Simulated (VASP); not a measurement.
Set up this calculation in VASP 6.6.1, as the native input.

```
Task                   : single point
Functional             : PBEsol
Potentials or basis    : VASP PAW PBE potentials, release 64 (Ir)
Cutoff                 : 520 eV
k mesh                 : 19 × 19 × 19
Occupations            : fermi-dirac, width 0.08 eV
Spin                   : no spin polarisation
Dipole correction      : no
Further INCAR settings : ALGO = Normal; EDIFF = 1e-06; NBANDS = 10
```

The structure of Ir lies in POSCAR:

```
Ir
1.0
    0.0000000000      1.6508647808      1.6508647808
    1.6508647808      0.0000000000      1.6508647808
    1.6508647808      1.6508647808      0.0000000000
Ir
1
Direct
    0.0000000000      0.0000000000      0.0000000000
```

This cell differs from its parent crystal: volume scaled by 0.64.

One way to write it, as run:

INCAR

```
PREC = Accurate
ENCUT = 520
EDIFF = 1E-6
ISMEAR = -1
SIGMA = 0.08
LREAL = F
LASPH = T
NELM = 80
ALGO = Normal
ISIF = 2
LWAVE = F
LCHARG = F
GGA = PS
NBANDS = 10
```

KPOINTS

```
regular mesh
0
Gamma
  19 19 19
```

Potentials or basis: VASP PAW PBE potentials, release 64 (Ir).

The run is started by

```bash
$ cat potpaw_PBE.64/Ir/POTCAR > POTCAR
$ mpirun -np 1 vasp_std > vasp.out
```

Results of the run:

```yaml
Pressure: 518.9 GPa
```

Caveat: the PAW data sets were made with another functional, which shifts forces and pressure a little.

Wall time 28 s on 1 thread of Intel Xeon 8259CL (shared host), peak memory 0.14 GiB.
